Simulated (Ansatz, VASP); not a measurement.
**One calculation of Ag, two programs**

```
Ag
1.0
     0.00000    1.98732    1.98732
     1.98732    0.00000    1.98732
     1.98732    1.98732    0.00000
Ag
1
Direct
  0.00000 0.00000 0.00000
```

Alike in both runs: task single point; functional LDA; k mesh 20 × 20 × 20; occupations fermi-dirac, width 0.15 eV; no spin polarisation.

|  | VASP | Ansatz |
| --- | --- | --- |
| version | VASP 6.6.1 | Ansatz 0.2.0 |
| potentials or method | VASP PAW LDA potentials, release 64 (Ag), cutoff 520 eV | scalar-relativistic, plane waves, PAW |
| valence electrons in the cell | 11 | 19 |

```tsv
	VASP	Ansatz	Ansatz less VASP
gap on the k mesh at the Fermi level (eV)	none	none	-
pressure (GPa)	3.1	3.0	-0.15
```

LDA's correlation is that of Perdew and Zunger in VASP and of Perdew and Wang (1992) in Ansatz. A gap of «none» marks a metal or a gap that the smearing closes. VASP's potentials hold 11 valence electrons a cell and Ansatz's 19, so a difference there can come from the potentials and not from the codes.
